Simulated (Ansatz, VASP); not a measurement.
Two plane-wave programs on Ge

INCAR

```
SYSTEM = Ge
PREC     = Accurate       ! precision mode
ENCUT    = 520            ! plane-wave cutoff, eV
EDIFF    = 1E-8           ! SCF threshold, eV
ISMEAR   = -1             ! smearing method
SIGMA    = 0.05           ! smearing width, eV
LREAL    = .False.        ! projectors in reciprocal space
LASPH    = .True.         ! aspherical terms in the spheres
NELM     = 60             ! most SCF steps
ALGO     = Normal         ! electronic algorithm
ISIF     = 2              ! what is computed and relaxed
LWAVE    = .False.        ! write WAVECAR
LCHARG   = .False.        ! write CHGCAR
GGA      = PS             ! functional
LEFG     = .True.       
NBANDS   = 21             ! bands
```

The input KPOINTS:

```
Automatic mesh
0
Gamma
  11 11 11
  0 0 0
```

POSCAR

```
Ge
1.0
    0.0000000000      2.8475041221      2.8475041221
    2.8475041221      0.0000000000      2.8475041221
    2.8475041221      2.8475041221      0.0000000000
Ge
2
Direct
    0.5000000000      0.5000000000      0.5000000000
    0.7500000000      0.7500000000      0.7500000000
```

Input for Ansatz:

```yaml
crystal:
  lattice:
    - [0.0, 2.8475041221, 2.8475041221]
    - [2.8475041221, 0.0, 2.8475041221]
    - [2.8475041221, 2.8475041221, 0.0]
  atoms:
    - { symbol: Ge, position: [0.5, 0.5, 0.5] }
    - { symbol: Ge, position: [0.75, 0.75, 0.75] }
kpoints:
  mp_grid: { grid: [11, 11, 11] }
scf:
  occupations: { method: fermi_dirac, width: 0.05 }
hamiltonian:
  xc: pbesol
  pseudopotentials: { kind: paw }
output:
  forces: true
  stress: true
  eigenvalues: true
  efg: { contact_densities: true }
  write_density: true
  write_potential: true
  elf: true
  volumetric_format: npy
```

Change from the starting cell: volume scaled by 1.02, PAW files.

Alike in both runs: task electric field gradients; functional PBEsol; k mesh 11 × 11 × 11; occupations fermi-dirac, width 0.05 eV; no spin polarisation.

```csv
,VASP,Ansatz
version,VASP 6.6.1,Ansatz 0.2.0
potentials or method,"VASP PAW PBE potentials, release 64 (Ge_d)","PAW with Ansatz's default frozen-core files, scalar-relativistic"
plane-wave cutoff (eV),520,420
valence electrons in the cell,28,28
```

```csv
,VASP,Ansatz,Ansatz less VASP
pressure (GPa),-0.7,-0.7,+0.08
```

VASP's potentials were made for PBE, not for PBEsol.
